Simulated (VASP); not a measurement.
A run of VASP 6.6.1 is set up as follows.

The input INCAR:

```
SYSTEM = Be
  PREC = Accurate
  ENCUT = 600
  EDIFF = 1E-6
  ISMEAR = -1
  SIGMA = 0.1
  LREAL = .False.
  LASPH = .True.
  NELM = 120
  ALGO = Normal
  ISIF = 2
  LWAVE = .False.
  LCHARG = .False.
  GGA = CA
  NBANDS = 12
  GGA_COMPAT = .False.
```

KPOINTS

```
Automatic mesh
0
Gamma
  4 4 6
  0 0 0
```

The input POSCAR:

```
Be
1.0
    3.7468100000      0.0000000000      0.0000000000
    0.0000000000      3.7468100000      0.0000000000
    0.0000000000      0.0000000000      2.2812800000
Be
4
Direct
    0.2954365274      0.2948656907     -0.0125807756
    0.7009269382      0.7058938903     -0.0070633419
    0.2059309109      0.7877812026      0.5206911092
    0.7977056234      0.2114592164      0.4989530087
```

Potentials or basis: VASP PAW LDA potentials, release 64 (Be).

Run with:

```bash
$ cat potpaw_LDA.64/Be/POTCAR > POTCAR
$ mpirun -np 1 vasp_std > vasp.out
```

Question: What does it give for the largest force?

Answer: 0.569 eV/Å.

Question: What does it give for the band gap on the k mesh?

Answer: Zero (band 4 reaches 7.57 eV, above the bottom of band 5 at 5.81 eV).

Question: What does it give for the pressure?

Answer: -5.0 GPa.

Stress tensor (GPa, compression positive):
```
-5.61 -0.35  0.55
-0.35 -7.64 -0.39
 0.55 -0.39 -1.64
```

Caveat: the k points lie up to 0.46 Å⁻¹ apart.
